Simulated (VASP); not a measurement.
Write the native input for VASP 6.6.1 that does the following.

| Item | Value |
| --- | --- |
| Task | single point |
| Functional | PBE |
| Potentials or basis | VASP PAW PBE potentials, release 64 (Cd, S) |
| Cutoff | 520 eV |
| k mesh | 6 × 6 × 4 |
| Occupations | fermi-dirac, width 0.02 eV |
| Spin | no spin polarisation |
| Dipole correction | no |
| Further INCAR settings | ALGO = Normal; EDIFF = 1e-06; NBANDS = 26 |

The structure of CdS lies in POSCAR:

```
CdS
1.0
    4.4085296518      0.0000000000      0.0000000000
   -2.2042648259      3.8178986718      0.0000000000
    0.0000000000      0.0000000000      5.7481182114
Cd S
2 2
Direct
    0.3333333333      0.6666666667      0.2500000000
    0.6666666667      0.3333333333      0.7500000000
    0.6666666667      0.3333333333      0.2500000000
    0.3333333333      0.6666666667      0.7500000000
```

The input as run:

INCAR

```
SYSTEM = CdS
PREC     = Accurate       ! precision mode
ENCUT    = 520            ! plane-wave cutoff, eV
EDIFF    = 1E-6           ! SCF threshold, eV
ISMEAR   = -1             ! smearing method
SIGMA    = 0.02           ! smearing width, eV
LREAL    = .FALSE.        ! projectors in reciprocal space
LASPH    = .TRUE.         ! aspherical terms in the spheres
NELM     = 60             ! most SCF steps
ALGO     = Normal         ! electronic algorithm
ISIF     = 2              ! what is computed and relaxed
LWAVE    = .FALSE.        ! write WAVECAR
LCHARG   = .TRUE.         ! write CHGCAR
GGA      = PE             ! functional
LELF     = .TRUE.         ! ELF
LVHAR    = .TRUE.       
NBANDS   = 26             ! bands
```

KPOINTS

```
regular mesh
0
G
  6 6 4
  0 0 0
```

Potentials or basis: VASP PAW PBE potentials, release 64 (Cd, S).

Run with:

```bash
$ cat potpaw_PBE.64/Cd/POTCAR potpaw_PBE.64/S/POTCAR > POTCAR
$ mpirun -np 1 vasp_std > vasp.out
```

It gave:

* Pressure: 1.8 GPa
* Band gap on the k mesh: 0.99 eV (least direct gap 1.26 eV)

Wall time 26 s on 1 thread of Intel(R) Xeon(R) 6975P-C (Granite Rapids), on a shared host, peak memory 0.25 GiB.
